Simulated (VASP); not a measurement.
# MnO (R-3m) in VASP: notebook

MnO is run at these levels: PBEsol; tasks: single point.

All numbers are computed with VASP 6.6.1; they aren't measurements. Logs are shortened: lines on timing, memory, paths and dates and some standing lists are left out, and cuts for length are marked.

### 1 The cell of the first run

The structure is trigonal, space group R-3m (No. 166). The conventional cell has a = 3.522 Å, b = 3.522 Å, c = 6.126 Å, α = 90.00°, β = 90.00°, γ = 120.00°. Mn (site symmetry -3m) has 8 O at 2.28 to 3.06 Å and 6 Mn at 2.88 Å within 3.1 Å. Within 3.1 Å of O (site symmetry -3m) lie 8 Mn at 2.28 to 3.06 Å and 6 O at 2.88 Å.

### 2 Single point, PBEsol, collinear spin, ferromagnetic start

Contents of INCAR:

```
PREC     = Accurate       # precision mode
ENCUT    = 520            # plane-wave cutoff, eV
EDIFF    = 1E-7           # SCF threshold, eV
ISMEAR   = 0              # smearing method
SIGMA    = 0.15           # smearing width, eV
LREAL    = False          # projectors in reciprocal space
LASPH    = True           # aspherical terms in the spheres
NELM     = 150            # most SCF steps
ALGO     = Normal         # electronic algorithm
ISIF     = 2              # what is computed and relaxed
LWAVE    = False          # write WAVECAR
LCHARG   = False          # write CHGCAR
ISPIN    = 2              # spin polarisation
MAGMOM   = 4.41 0.25      # initial moments
LORBIT   = 11             # projections on sites
LMAXMIX  = 4              # l up to which the mixer works
GGA      = PS             # functional
NBANDS   = 20             # bands
```

Contents of KPOINTS:

```
regular mesh
0
Gamma
  20 20 20
```

Contents of POSCAR:

```
MnO
1.0
   -0.4815388640      2.0091793980      2.0091793980
    2.0091793980     -0.4815388640      2.0091793980
    2.0091793980      2.0091793980     -0.4815388640
Mn O
1 1
Direct
    0.0000000000      0.0000000000      0.0000000000
    0.5000000000      0.5000000000      0.5000000000
```

Potentials or basis: VASP PAW PBE potentials, release 64 (Mn_pv, O).

On the command line:

```sh
$ cat potpaw_PBE.64/Mn_pv/POTCAR potpaw_PBE.64/O/POTCAR > POTCAR
$ mpirun -np 1 vasp_std > vasp.out
```

OUTCAR:

```text
PREC = Accurate
   ENCUT = 520
   EDIFF = 1E-7
   ISMEAR = 0
   LREAL = False
   LASPH = True
   NELM = 150
   ISIF = 2
   ISPIN = 2
   LORBIT = 11
   GGA = PS

 ion  position               nearest neighbor table
   1  0.000  0.000  0.000-   2 2.28   2 2.28   2 2.28   2 2.28   2 2.28   2 2.28
   2  0.500  0.500  0.500-   1 2.28   1 2.28   1 2.28   1 2.28   1 2.28   1 2.28

  LATTYP: Found a trigonal (rhomboedric) cell.
 ALAT       =     2.8819235563
 COS(alpha) =     0.2530624440

  Lattice vectors:

 A1 = (  -0.4815388640,   2.0091793980,   2.0091793980)
 A2 = (   2.0091793980,  -0.4815388640,   2.0091793980)
 A3 = (   2.0091793980,   2.0091793980,  -0.4815388640)

Analysis of symmetry for initial positions (statically):
=====================================================================
 Subroutine PRICEL returns:
 Original cell was already a primitive cell.

 Routine SETGRP: Setting up the symmetry group for a
 trigonal (rhombohedral) supercell.

 Subroutine GETGRP returns: Found 12 space group operations
 (whereof 12 operations were pure point group operations)
 out of a pool of 12 trial point group operations.

The static configuration has the point symmetry D_3d.

Analysis of symmetry for dynamics (positions and initial velocities):
=====================================================================
 Subroutine PRICEL returns:
 Original cell was already a primitive cell.

 Routine SETGRP: Setting up the symmetry group for a
 trigonal (rhombohedral) supercell.

 Subroutine GETGRP returns: Found 12 space group operations
 (whereof 12 operations were pure point group operations)
 out of a pool of 12 trial point group operations.

The dynamic configuration has the point symmetry D_3d.

Analysis of structural, dynamic, and magnetic symmetry:
=====================================================================
 Subroutine PRICEL returns:
 Original cell was already a primitive cell.

 Routine SETGRP: Setting up the symmetry group for a
 trigonal (rhombohedral) supercell.

 Subroutine GETGRP returns: Found 12 space group operations
 (whereof 12 operations were pure point group operations)
 out of a pool of 12 trial point group operations.

The overall configuration has the point symmetry D_3d.

 Subroutine INISYM returns: Found 12 space group operations
 (whereof 12 operations are pure point group operations),
 and found     1 'primitive' translations

[... 115 lines left out ...]
  volume/ion in A,a.u.               =      10.97        74.03
  Fermi-wavevector in a.u.,A,eV,Ry     =   1.560410  2.948747 33.128533  2.434878
  Thomas-Fermi vector in A             =   2.663626
   LORBIT       =     11    0 simple, 1 ext, 2 COOP (PROOUT), +10 PAW based schemes
   GGA     = PS    functional components
   LHFCALC =     F    Hartree Fock is set to
   AEXX    =    0.0000 exact exchange contribution
   IVDW    =     0    specifies the selected vdW correction
   LEPSILON=     F    determine dielectric tensor
   LRPA    =     F    only Hartree local field effects (RPA)
 spin polarized calculation
 Gauss-broadening in eV      SIGMA  =   0.15
  energy-cutoff  :      520.00
  volume of cell :       21.94
 maximum number of plane-waves:       637
 NGX is ok and might be reduce to    24

 number of electron      18.9999990 magnetization       4.7513480

 Free energy of the ion-electron system (eV)
  ---------------------------------------------------
  ext. energy  EPLUGINS =         0.00000000
  ---------------------------------------------------
  free energy    TOTEN  =       -16.67794174 eV

  energy without entropy =      -16.66800418  energy(sigma->0) =      -16.67297296

 E-fermi :   7.0811     XC(G=0): -12.1629

 val. band max:        7.0787251508   @ k =   0.5000   0.1500   0.0500
 cond. band min:       7.0817286416   @ k =   0.4000   0.0500   0.0000
 fundamental gap:      0.0030034907
 Fermi energy:         7.0811130335

 spin component 1

 k-point     1 :       0.0000    0.0000    0.0000
  band No.  band energies     occupation
      1     -43.1939      1.00000
      2     -43.1076      1.00000
      3     -43.1076      1.00000
      4     -12.6014      1.00000
      5       3.1925      1.00000
      6       3.1925      1.00000
[... 541 lines left out ...]
     19      27.9781      0.00000
     20      29.2838      0.00000

 [... further k-points ...]

 spin component 2

 k-point     1 :       0.0000    0.0000    0.0000
  band No.  band energies     occupation
      1     -38.6457      1.00000
      2     -38.5387      1.00000
      3     -38.5387      1.00000
      4     -12.1445      1.00000
      5       3.9898      1.00000
      6       3.9898      1.00000
[... 541 lines left out ...]
     19      29.4926      0.00000
     20      30.6991      0.00000

 [... further k-points ...]

------------------------ aborting loop because EDIFF is reached ----------------------------------------

  FORCE on cell =-STRESS in cart. coord.  units (eV):
  Direction    XX          YY          ZZ          XY          YZ          ZX
  --------------------------------------------------------------------------------------
  -------------------------------------------------------------------------------------
  Total       -1.4112386     -1.4112386     -1.4112386      1.2689085      1.2689085      1.2689085
  in kB     -103.0502088   -103.0502088   -103.0502088     92.6571043     92.6571043     92.6571043
  external PRESSURE =    -103.0502088 kB  Pullay stress =       0.0000000 kB

 VOLUME and BASIS-vectors are now :
 -----------------------------------------------------------------------------
  energy-cutoff  :      520.00
  volume of cell :       21.94
      direct lattice vectors                 reciprocal lattice vectors
    -0.481538864  2.009179398  2.009179398    -0.173413786  0.228076827  0.228076827
     2.009179398 -0.481538864  2.009179398     0.228076827 -0.173413786  0.228076827
     2.009179398  2.009179398 -0.481538864     0.228076827  0.228076827 -0.173413786

 POSITION                                       TOTAL-FORCE (eV/Angst)
 -----------------------------------------------------------------------------------
      0.00000      0.00000      0.00000         0.000000      0.000000     -0.000000
      1.76841      1.76841      1.76841        -0.000000     -0.000000      0.000000
 -----------------------------------------------------------------------------------
    total drift:                                0.000000     -0.000000     -0.000000

  FREE ENERGIE OF THE ION-ELECTRON SYSTEM (eV)
  ---------------------------------------------------
  free  energy   TOTEN  =       -16.6779417364 eV

  energy  without entropy=      -16.6680041836  energy(sigma->0) =      -16.67297296

 total charge

# of ion       s       p       d       tot
------------------------------------------
    1        0.210   6.172   4.950  11.332
    2        1.561   3.356   0.000   4.917
--------------------------------------------------
tot          1.771   9.528   4.950  16.249

 magnetization (x)

# of ion       s       p       d       tot
------------------------------------------
    1        0.035   0.033   4.225   4.293
    2        0.027   0.171   0.000   0.198
--------------------------------------------------
tot          0.062   0.204   4.225   4.492
```

Run time: 9.7 min. Hardware: 1 thread of Oxide Virtual Turin-like, shared host; peak memory 0.54 GiB.

Results:

| Property | Result |
| --- | --- |
| Free energy | -16.6779 eV |
| Pressure | -10.3 GPa |
| Net moment | 4.75 μB per cell |
| Site moments | Mn +4.29; O +0.20 μB |
| Valence electrons inside the program's atomic spheres | Mn 11.33; O 4.92 |

Stress tensor (GPa, compression positive):
```
-10.31   9.27   9.27
  9.27 -10.31   9.27
  9.27   9.27 -10.31
```

Levels at points of the mesh, in eV from the Fermi level:
Spin up:
| k point | band 8 | band 9 | band 10 | band 11 | band 12 | band 13 | band 14 | band 15 | band 16 | band 17 |
| --- | --- | --- | --- | --- | --- | --- | --- | --- | --- | --- |
| (0.00, 0.00, 0.00) | -3.50 | -2.70 | -2.49 | -2.30 | -2.30 | -0.31 | 13.95 | 14.27 | 14.27 | 18.44 |
| (0.50, 0.00, 0.00) | -3.09 | -2.74 | -1.42 | -0.31 | 0.26 | 3.81 | 6.75 | 12.21 | 16.81 | 18.79 |
| (0.50, 0.50, 0.00) | -3.04 | -2.52 | -2.40 | -2.13 | -1.69 | 4.96 | 7.57 | 11.04 | 12.04 | 17.54 |
| (0.50, 0.50, 0.50) | -1.74 | -1.74 | -1.27 | 0.41 | 0.41 | 2.91 | 8.04 | 8.04 | 11.79 | 15.68 |
Spin down:
| k point | band 5 | band 6 | band 7 | band 8 | band 9 | band 10 |
| --- | --- | --- | --- | --- | --- | --- |
| (0.00, 0.00, 0.00) | -3.09 | -3.09 | -2.01 | -0.17 | -0.17 | 0.27 |
| (0.50, 0.00, 0.00) | -7.17 | -4.26 | -2.87 | 0.80 | 1.21 | 2.72 |
| (0.50, 0.50, 0.00) | -5.84 | -4.79 | -2.59 | -0.70 | 1.41 | 1.71 |
| (0.50, 0.50, 0.50) | -6.18 | -5.41 | -5.41 | 2.22 | 2.64 | 2.64 |

Caveat: the cell stands under tension; the PAW data sets were made with another functional, which shifts forces and pressure a little; a cell with one magnetic atom can't hold antiferromagnetic order, which such compounds often take; semilocal functionals often make such compounds metallic where correlation or magnetic order opens a gap, which also shifts bond lengths.

### 3 Single point, PBEsol, collinear spin, ferromagnetic start

This run uses another cell than the first one, of the same volume but with other edges.

Contents of INCAR:

```
SYSTEM = MnO
PREC = Accurate
ENCUT = 520
EDIFF = 1E-6
ISMEAR = 0
SIGMA = 0.15
LREAL = .FALSE.
LASPH = .TRUE.
NELM = 150
ALGO = Fast
ISIF = 2
LWAVE = .FALSE.
LCHARG = .TRUE.
ISPIN = 2
MAGMOM = 4.41 0.25
LORBIT = 11
LMAXMIX = 4
GGA = PS
LELF = .TRUE.
LVHAR = .TRUE.
NBANDS = 20
```

Contents of KPOINTS:

```
regular mesh
0
G
  20 20 20
  0 0 0
```

Contents of POSCAR:

```
MnO
1.0
   -0.7025259487      1.9319463589      1.9319463589
    1.9319463589     -0.7025259487      1.9319463589
    1.9319463589      1.9319463589     -0.7025259487
Mn O
1 1
Direct
    0.0000000000      0.0000000000      0.0000000000
    0.5000000000      0.5000000000      0.5000000000
```

Potentials or basis: VASP PAW PBE potentials, release 64 (Mn_pv, O).

On the command line:

```sh
$ cat potpaw_PBE.64/Mn_pv/POTCAR potpaw_PBE.64/O/POTCAR > POTCAR
$ mpirun -np 1 vasp_std > vasp.out
```

Run time: 15 min. Hardware: 1 thread of Oxide Virtual Turin-like, shared host; peak memory 0.52 GiB.

The run converged. Its results:

```
Free energy                                           : -16.2889 eV
Pressure                                              : -11.4 GPa
Net moment                                            : 4.83 μB per cell
Site moments                                          : Mn +4.35; O +0.21 μB
Valence electrons inside the program's atomic spheres : Mn 11.31; O 4.90
```

Stress tensor (GPa, compression positive):
```
-11.40   6.83   6.83
  6.83 -11.40   6.83
  6.83   6.83 -11.40
```

Levels at points of the mesh, in eV from the Fermi level:
Spin up:
| k point | band 9 | band 10 | band 11 | band 12 | band 13 | band 14 | band 15 | band 16 |
| --- | --- | --- | --- | --- | --- | --- | --- | --- |
| (0.00, 0.00, 0.00) | -2.33 | -2.30 | -2.07 | -2.07 | -0.51 | 13.81 | 13.81 | 14.92 |
| (0.50, 0.00, 0.00) | -2.33 | -1.39 | -0.51 | 0.16 | 4.08 | 6.49 | 13.07 | 15.70 |
| (0.50, 0.50, 0.00) | -2.47 | -2.35 | -2.19 | -1.52 | 4.86 | 8.03 | 9.96 | 13.56 |
| (0.50, 0.50, 0.50) | -1.50 | -0.79 | 0.24 | 0.24 | 3.71 | 6.70 | 6.70 | 12.64 |
Spin down:
| k point | band 4 | band 5 | band 6 | band 7 | band 8 | band 9 | band 10 | band 11 |
| --- | --- | --- | --- | --- | --- | --- | --- | --- |
| (0.00, 0.00, 0.00) | -18.83 | -2.57 | -2.57 | -1.78 | -0.37 | -0.37 | 0.55 | 2.20 |
| (0.50, 0.00, 0.00) | -17.95 | -6.91 | -3.38 | -2.25 | 0.34 | 1.71 | 2.71 | 2.90 |
| (0.50, 0.50, 0.00) | -17.56 | -5.34 | -4.81 | -1.75 | -0.35 | 1.07 | 1.67 | 1.80 |
| (0.50, 0.50, 0.50) | -16.95 | -5.52 | -5.29 | -5.29 | 2.61 | 2.97 | 2.97 | 3.53 |

Caveat: the cell stands under tension; the PAW data sets were made with another functional, which shifts forces and pressure a little; a cell with one magnetic atom can't hold antiferromagnetic order, which such compounds often take; semilocal functionals often make such compounds metallic where correlation or magnetic order opens a gap, which also shifts bond lengths.

### 4 Single point, PBEsol, collinear spin, ferromagnetic start

This run uses another cell than the first one, of the same volume but with other edges.

Contents of INCAR:

```
SYSTEM = MnO
PREC = Accurate
ENCUT = 520
EDIFF = 1E-6
ISMEAR = 0
SIGMA = 0.15
LREAL = .FALSE.
LASPH = .TRUE.
NELM = 150
ALGO = Normal
ISIF = 2
LWAVE = .FALSE.
LCHARG = .FALSE.
ISPIN = 2
MAGMOM = 4.41 0.25
LORBIT = 11
LMAXMIX = 4
GGA = PS
NBANDS = 20
```

KPOINTS is that of step 3.

Contents of POSCAR:

```
MnO
1.0
    0.2787976075      2.3697796637      2.3697796637
    2.3697796637      0.2787976075      2.3697796637
    2.3697796637      2.3697796637      0.2787976075
Mn O
1 1
Direct
    0.0000000000      0.0000000000      0.0000000000
    0.5000000000      0.5000000000      0.5000000000
```

On the command line:

```sh
$ cat potpaw_PBE.64/Mn_pv/POTCAR potpaw_PBE.64/O/POTCAR > POTCAR
$ mpirun -np 1 vasp_std > vasp.out
```

Wall time 23 min (1 thread of Oxide Virtual Turin-like, shared host); peak memory 0.55 GiB.

The run converged. Its results:

* Free energy: -16.9999 eV
* Pressure: -10.4 GPa
* Net moment: 4.61 μB per cell
* Site moments: Mn +4.20; O +0.17 μB
* Valence electrons inside the program's atomic spheres: Mn 11.35; O 4.93

Stress tensor (GPa, compression positive):
```
-10.43  -9.28  -9.28
 -9.28 -10.43  -9.28
 -9.28  -9.28 -10.43
```

Levels at points of the mesh, in eV from the Fermi level:
Spin up:
| k point | band 8 | band 9 | band 10 | band 11 | band 12 | band 13 | band 14 | band 15 | band 16 | band 17 |
| --- | --- | --- | --- | --- | --- | --- | --- | --- | --- | --- |
| (0.00, 0.00, 0.00) | -3.04 | -2.98 | -2.98 | -2.38 | -2.38 | -0.24 | 13.49 | 14.08 | 18.15 | 18.15 |
| (0.50, 0.00, 0.00) | -2.74 | -1.87 | -1.31 | 0.22 | 0.53 | 3.03 | 8.47 | 10.91 | 12.48 | 18.17 |
| (0.50, 0.50, 0.00) | -3.88 | -2.20 | -1.99 | -1.86 | -1.79 | 5.20 | 7.35 | 10.91 | 13.35 | 14.85 |
| (0.50, 0.50, 0.50) | -2.37 | -2.37 | -2.22 | 0.03 | 0.03 | 4.76 | 6.07 | 14.64 | 14.64 | 20.08 |
Spin down:
| k point | band 5 | band 6 | band 7 | band 8 | band 9 | band 10 |
| --- | --- | --- | --- | --- | --- | --- |
| (0.00, 0.00, 0.00) | -3.91 | -2.59 | -2.59 | -0.69 | 0.84 | 0.84 |
| (0.50, 0.00, 0.00) | -7.00 | -5.30 | -4.14 | 1.01 | 2.37 | 2.58 |
| (0.50, 0.50, 0.00) | -6.15 | -4.56 | -3.44 | -0.93 | 1.88 | 1.98 |
| (0.50, 0.50, 0.50) | -7.57 | -3.74 | -3.74 | 1.40 | 1.66 | 1.66 |

Caveat: the cell stands under tension; the PAW data sets were made with another functional, which shifts forces and pressure a little; a cell with one magnetic atom can't hold antiferromagnetic order, which such compounds often take; semilocal functionals often make such compounds metallic where correlation or magnetic order opens a gap, which also shifts bond lengths.

(Continued in part 2 of 2.)
